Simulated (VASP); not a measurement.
# Mo in VASP: notebook

Runs on Mo. Level: LDA. Tasks: single point.

Everything below comes from runs of VASP 6.6.1. Logs are shortened: lines on timing, memory, paths and dates and some standing lists are left out, and cuts for length are marked.

## 1. The cell of the first run

The cell holds a slab with vacuum, 5 atoms: a = 4.400 Å, b = 4.400 Å, c = 19.593 Å, α = 90.00°, β = 90.00°, γ = 120.00°.

## 2. Single point, LDA

The input, INCAR:

```
SYSTEM = Mo
ALGO     = Normal         ! electronic algorithm
DIPOL    = 0.5 0.5 0.500
EDIFF    = 1E-7           ! SCF threshold, eV
ENCUT    = 520            ! plane-wave cutoff, eV
IDIPOL   = 3            
ISIF     = 2              ! what is computed and relaxed
ISMEAR   = -1             ! smearing method
LASPH    = .True.         ! aspherical terms in the spheres
LCHARG   = .True.         ! write CHGCAR
LDIPOL   = .True.       
LELF     = .True.         ! ELF
LREAL    = .False.        ! projectors in reciprocal space
LVACPOTAV= .True.       
LVHAR    = .True.       
LWAVE    = .False.        ! write WAVECAR
NBANDS   = 43             ! bands
NELM     = 100            ! most SCF steps
PREC     = Accurate       ! precision mode
SIGMA    = 0.08           ! smearing width, eV
```

The input, KPOINTS:

```
k-points
0
Gamma
  11 11 1
  0 0 0
```

The input, POSCAR:

```
Mo
1.0
    4.3999059555      0.0000000000      0.0000000000
   -2.1999529778      3.8104303317      0.0000000000
    0.0000000000      0.0000000000     19.5925000000
Mo
5
Direct
    0.8333333333      0.1666666667      0.4215739449
    0.1666666667      0.8333333333      0.4572786045
    0.5000000000      0.5000000000      0.4999999999
    0.8333333333      0.1666666667      0.5427213955
    0.1666666667      0.8333333333      0.5784260552
```

Potentials or basis: VASP PAW LDA potentials, release 64 (Mo_sv).

The run is started by

```
> cat potpaw_LDA.64/Mo_sv/POTCAR > POTCAR
> mpirun -np 1 vasp_std > vasp.out
```

OUTCAR:

```text
SYSTEM = Mo
   EDIFF = 1E-7
   ENCUT = 520
   ISIF = 2
   ISMEAR = -1
   LASPH = .True.
   LREAL = .False.
   NELM = 100
   PREC = Accurate

 ion  position               nearest neighbor table
   1  0.833  0.167  0.422-   4 2.37   2 2.63   2 2.63   2 2.63   3 2.97   3 2.97   3 2.97
   2  0.167  0.833  0.457-   5 2.37   1 2.63   1 2.63   1 2.63   3 2.67   3 2.67   3 2.67   4 3.04
                             4 3.04   4 3.04
   3  0.500  0.500  0.500-   2 2.67   2 2.67   2 2.67   4 2.67   4 2.67   4 2.67   1 2.97   1 2.97
                             1 2.97   5 2.97   5 2.97   5 2.97
   4  0.833  0.167  0.543-   1 2.37   5 2.63   5 2.63   5 2.63   3 2.67   3 2.67   3 2.67   2 3.04
                             2 3.04   2 3.04
   5  0.167  0.833  0.578-   2 2.37   4 2.63   4 2.63   4 2.63   3 2.97   3 2.97   3 2.97

  LATTYP: Found a hexagonal cell.
 ALAT       =     4.3999059555
 C/A-ratio  =     4.4529360850

  Lattice vectors:

 A1 = (   4.3999059555,   0.0000000000,   0.0000000000)
 A2 = (  -2.1999529778,   3.8104303317,   0.0000000000)
 A3 = (   0.0000000000,   0.0000000000,  19.5925000000)

Analysis of symmetry for initial positions (statically):
=====================================================================
 Subroutine PRICEL returns:
 Original cell was already a primitive cell.

 Routine SETGRP: Setting up the symmetry group for a
 hexagonal supercell.

 Subroutine GETGRP returns: Found 12 space group operations
 (whereof  4 operations were pure point group operations)
 out of a pool of 24 trial point group operations.

The static configuration has the point symmetry C_2h.
 The point group associated with its full space group is D_3d.

Analysis of symmetry for dynamics (positions and initial velocities):
=====================================================================
 Subroutine PRICEL returns:
 Original cell was already a primitive cell.

 Routine SETGRP: Setting up the symmetry group for a
 hexagonal supercell.

 Subroutine GETGRP returns: Found 12 space group operations
 (whereof  4 operations were pure point group operations)
 out of a pool of 24 trial point group operations.

The dynamic configuration has the point symmetry C_2h.
 The point group associated with its full space group is D_3d.

 Subroutine INISYM returns: Found 12 space group operations
 (whereof  4 operations are pure point group operations),
 and found     1 'primitive' translations

----------------------------------------------------------------------------------------

                                     Primitive cell

  volume of cell :     328.4787

  direct lattice vectors                    reciprocal lattice vectors
     4.399905956  0.000000000  0.000000000     0.227277585  0.131218775  0.000000000
    -2.199952978  3.810430332  0.000000000     0.000000000  0.262437550  0.000000000
     0.000000000  0.000000000 19.592500000     0.000000000  0.000000000  0.051039939

  length of vectors
     4.399905956  4.399905956 19.592500000     0.262437550  0.262437550  0.051039939

  position of ions in fractional coordinates (direct lattice)
     0.833333333  0.166666667  0.421573945
     0.166666667  0.833333333  0.457278604
     0.500000000  0.500000000  0.500000000
     0.833333333  0.166666667  0.542721396
     0.166666667  0.833333333  0.578426055

  ion indices of the primitive-cell ions
   primitive index   ion index
                 1           1
                 2           2
                 3           3
                 4           4
                 5           5

----------------------------------------------------------------------------------------

 KPOINTS: k-points

Automatic generation of k-mesh.
 Grid dimensions read from file:
 generate k-points for:   11   11    1

 Generating k-lattice:

  Cartesian coordinates                     Fractional coordinates (reciprocal lattice)
     0.020661599  0.011928980  0.000000000     0.090909091  0.000000000  0.000000000
     0.000000000  0.023857959  0.000000000     0.000000000  0.090909091  0.000000000
     0.000000000  0.000000000  0.051039939     0.000000000  0.000000000  1.000000000

  Length of vectors
     0.023857959  0.023857959  0.051039939

  Shift w.r.t. Gamma in fractional coordinates (k-lattice)
     0.000000000  0.000000000  0.000000000

 Subroutine IBZKPT returns following result:
 ===========================================

 Found     16 irreducible k-points:

 Following reciprocal coordinates:
            Coordinates               Weight
  0.000000  0.000000  0.000000      1.000000
  0.090909  0.000000  0.000000      6.000000
  0.181818  0.000000  0.000000      6.000000
  0.272727  0.000000  0.000000      6.000000
  0.363636  0.000000  0.000000      6.000000
  0.454545  0.000000  0.000000      6.000000
[... 8 lines left out ...]
  0.272727  0.272727  0.000000      6.000000
  0.363636  0.272727  0.000000      6.000000
   k-points           NKPTS =     16   k-points in BZ     NKDIM =     16   number of bands    NBANDS=     43
   number of dos      NEDOS =    301   number of ions     NIONS =      5
   total plane-waves  NPLWV = 194400
   dimension x,y,z NGX =    36 NGY =   36 NGZ =  150
   dimension x,y,z NGXF=    72 NGYF=   72 NGZF=  300
   ions per type =               5
   NGX,Y,Z   is equivalent  to a cutoff of  13.60, 13.60, 12.73 a.u.
   NGXF,Y,Z  is equivalent  to a cutoff of  27.20, 27.20, 25.46 a.u.
 SYSTEM =  Mo
   PREC   = accura    normal or accurate (medium, high low for compatibility)
   ISTART =      0    job   : 0-new  1-cont  2-samecut
   ICHARG =      2    charge: 1-file 2-atom 10-const
   ISPIN  =      1    spin polarized calculation?
   LNONCOLLINEAR =      F non collinear calculations
   LSORBIT =      F    spin-orbit coupling
   LASPH  =      T    aspherical Exc in radial PAW
   ENCUT  =  520.0 eV  38.22 Ry    6.18 a.u.   8.18  8.18 36.43*2*pi/ulx,y,z
   NELM   =    100;   NELMIN=  2; NELMDL= -5     # of ELM steps
   EDIFF  = 0.1E-06   stopping-criterion for ELM
   LREAL  =      F    real-space projection
   EDIFFG = 0.1E-05   stopping-criterion for IOM
   NSW    =      0    number of steps for IOM
   IBRION =     -1    ionic relax: 0-MD 1-quasi-New 2-CG
   NFREE  =      0    steps in history (QN), initial steepest desc. (CG)
   ISIF   =      2    stress and relaxation
   ISYM   =      2    0-nonsym 1-usesym 2-fastsym
   POTIM  = 0.5000    time-step for ionic-motion
   TEBEG  =    0.0;   TEEND  =   0.0 temperature during run
   PSTRESS=    0.0 pullay stress
   NELECT =      70.0000    total number of electrons
   NUPDOWN=      -1.0000    fix difference up-down
   EMIN   =  10.00;   EMAX   =-10.00  energy-range for DOS
   EFERMI =   0.00;   METHOD = LEGACY
   ISMEAR =    -1;   SIGMA  =   0.08  broadening in eV -4-tet -1-fermi 0-gaus
   EFERMI_NEDOS =   21; number of points for ismear=-14 and -15
   IALGO  =     38    algorithm
   IMIX   =      4    mixing-type and parameters
     AMIX     =   0.40;   BMIX     =  1.00
     AMIX_MAG =   1.60;   BMIX_MAG =  1.00
  volume/ion in A,a.u.               =      65.70       443.34
  Fermi-wavevector in a.u.,A,eV,Ry     =   0.977849  1.847866 13.009734  0.956188
  Thomas-Fermi vector in A             =   2.108578
   LORBIT       =      0    0 simple, 1 ext, 2 COOP (PROOUT), +10 PAW based schemes
   GGA     = CA    functional components
   LHFCALC =     F    Hartree Fock is set to
   AEXX    =    0.0000 exact exchange contribution
   IVDW    =     0    specifies the selected vdW correction
   LEPSILON=     F    determine dielectric tensor
   LRPA    =     F    only Hartree local field effects (RPA)
 non-spin polarized calculation
  energy-cutoff  :      520.00
  volume of cell :      328.48
 maximum number of plane-waves:      8868
 NGX is ok and might be reduce to    36
   NGX = 17   NGY = 17   NGZ = 73

 number of electron      70.0000005 magnetization

 dipolmoment           0.000000      0.000000      0.000000 electrons x Angstroem

 Free energy of the ion-electron system (eV)
  ---------------------------------------------------
  ext. energy  EPLUGINS =         0.00000000
  ---------------------------------------------------
  free energy    TOTEN  =       -53.54103478 eV

  energy without entropy =      -53.46896143  energy(sigma->0) =      -53.50499811

 E-fermi :  -0.0728     XC(G=0):  -4.3191

 val. band max:       -0.1595894043   @ k =   0.1818   0.1818   0.0000
 cond. band min:       0.0398617187   @ k =   0.2727   0.2727   0.0000
 fundamental gap:      0.1994511230
 Fermi energy:        -0.0727590678

 k-point     1 :       0.0000    0.0000    0.0000
  band No.  band energies     occupation
      1     -61.0500      2.00000
      2     -60.7596      2.00000
      3     -60.6186      2.00000
      4     -60.5855      2.00000
      5     -60.3603      2.00000
      6     -35.9091      2.00000
[... 35 lines left out ...]
     42       1.8101      0.00000
     43       1.8101      0.00000

 k-point     2 :       0.0909    0.0000    0.0000
  band No.  band energies     occupation
      1     -61.0427      2.00000
      2     -60.7615      2.00000
      3     -60.6190      2.00000
      4     -60.5861      2.00000
      5     -60.3652      2.00000
      6     -35.9212      2.00000
[... 35 lines left out ...]
     42       1.8182      0.00000
     43       1.8924      0.00000

 k-point     3 :       0.1818    0.0000    0.0000
  band No.  band energies     occupation
      1     -61.0220      2.00000
      2     -60.7666      2.00000
      3     -60.6264      2.00000
      4     -60.5815      2.00000
      5     -60.3794      2.00000
      6     -35.9574      2.00000
[... 35 lines left out ...]
     42       1.8581      0.00000
     43       2.0458      0.00000

 k-point     4 :       0.2727    0.0000    0.0000
  band No.  band energies     occupation
      1     -60.9916      2.00000
      2     -60.7740      2.00000
      3     -60.6451      2.00000
      4     -60.5665      2.00000
      5     -60.4007      2.00000
      6     -36.0048      2.00000
[... 495 lines left out ...]
     42       1.6123      0.00000
     43       2.1801      0.00000

 k-point    15 :       0.2727    0.2727    0.0000
  band No.  band energies     occupation
      1     -60.9285      2.00000
      2     -60.7684      2.00000
      3     -60.7094      2.00000
      4     -60.5153      2.00000
      5     -60.4597      2.00000
      6     -36.0480      2.00000
[... 35 lines left out ...]
     42       1.3355      0.00000
     43       1.7685      0.00000

 k-point    16 :       0.3636    0.2727    0.0000
  band No.  band energies     occupation
      1     -60.9213      2.00000
      2     -60.7574      2.00000
      3     -60.7272      2.00000
      4     -60.4997      2.00000
      5     -60.4761      2.00000
      6     -36.0443      2.00000
[... 35 lines left out ...]
     42       1.6132      0.00000
     43       1.9483      0.00000

------------------------ aborting loop because EDIFF is reached ----------------------------------------

  FORCE on cell =-STRESS in cart. coord.  units (eV):
  Direction    XX          YY          ZZ          XY          YZ          ZX
  --------------------------------------------------------------------------------------
  -------------------------------------------------------------------------------------
  Total       -3.3396237     -3.3396237      0.6478865      0.0000000      0.0000000      0.0000000
  in kB      -16.2892406    -16.2892406      3.1601103      0.0000000      0.0000000      0.0000000
  external PRESSURE =      -9.8061236 kB  Pullay stress =       0.0000000 kB

 VOLUME and BASIS-vectors are now :
 -----------------------------------------------------------------------------
  energy-cutoff  :      520.00
  volume of cell :      328.48
      direct lattice vectors                 reciprocal lattice vectors
     4.399905956  0.000000000  0.000000000     0.227277585  0.131218775  0.000000000
    -2.199952978  3.810430332  0.000000000     0.000000000  0.262437550  0.000000000
     0.000000000  0.000000000 19.592500000     0.000000000  0.000000000  0.051039939

 POSITION                                       TOTAL-FORCE (eV/Angst)
 -----------------------------------------------------------------------------------
      3.29993      0.63507      8.25969        -0.000000     -0.000000     -0.152471
     -1.09998      3.17536      8.95923         0.000000     -0.000000     -0.131277
      1.09998      1.90522      9.79625         0.000000      0.000000     -0.000000
      3.29993      0.63507     10.63327         0.000000      0.000000      0.131277
     -1.09998      3.17536     11.33281        -0.000000      0.000000      0.152471
 -----------------------------------------------------------------------------------
    total drift:                                0.000002     -0.000001      0.000013

  FREE ENERGIE OF THE ION-ELECTRON SYSTEM (eV)
  ---------------------------------------------------
  free  energy   TOTEN  =       -53.5410347844 eV

  energy  without entropy=      -53.4689614326  energy(sigma->0) =      -53.50499811

 vacuum level on the upper side and lower side of the slab         3.998         3.998
```

Wall time 5.3 min (1 thread of Intel Xeon Platinum 8559C (Emerald Rapids), shared host); peak memory 0.43 GiB.

What came out:

```
Free energy            : -53.5410 eV
Largest force          : 0.152 eV/Å
Band gap on the k mesh : zero (bands 35 and 36 overlap by 0.08 eV)
```

Forces in eV/Å, atoms in the order of the input:
```
Mo   0.000  0.000 -0.152
Mo   0.000  0.000 -0.131
Mo   0.000  0.000  0.000
Mo   0.000  0.000  0.131
Mo   0.000  0.000  0.152
```

## 3. Single point, LDA

The input, INCAR:

```
SYSTEM = Mo
ALGO     = Normal         ! electronic algorithm
EDIFF    = 1E-6           ! SCF threshold, eV
ENCUT    = 520            ! plane-wave cutoff, eV
GGA      = CA             ! functional
ISIF     = 2              ! what is computed and relaxed
ISMEAR   = -1             ! smearing method
LASPH    = .True.         ! aspherical terms in the spheres
LCHARG   = .False.        ! write CHGCAR
LREAL    = .False.        ! projectors in reciprocal space
LWAVE    = .False.        ! write WAVECAR
NBANDS   = 43             ! bands
NELM     = 100            ! most SCF steps
PREC     = Accurate       ! precision mode
SIGMA    = 0.08           ! smearing width, eV
```

KPOINTS is that of step 2.

POSCAR is that of step 2.

Potentials or basis: VASP PAW LDA potentials, release 64 (Mo_sv).

The run is started by

```
> cat potpaw_LDA.64/Mo_sv/POTCAR > POTCAR
> mpirun -np 1 vasp_std > vasp.out
```

It took 4.9 min on 1 thread of Intel Xeon Platinum 8559C (Emerald Rapids), shared host; peak memory 0.42 GiB.

Results (log left out):

```
Free energy            : -53.5410 eV
Largest force          : 0.152 eV/Å
Band gap on the k mesh : zero (bands 35 and 36 overlap by 0.08 eV)
```

Forces on the atoms (eV/Å):
```
Mo   0.000  0.000 -0.152
Mo   0.000  0.000 -0.131
Mo   0.000  0.000  0.000
Mo   0.000  0.000  0.131
Mo   0.000  0.000  0.152
```

Levels at points of the mesh, in eV from the Fermi level:
```tsv
k point	band 33	band 34	band 35	band 36	band 37	band 38
(0.00, 0.00, 0.00)	-1.54	-1.24	-1.24	0.16	0.88	0.88
```
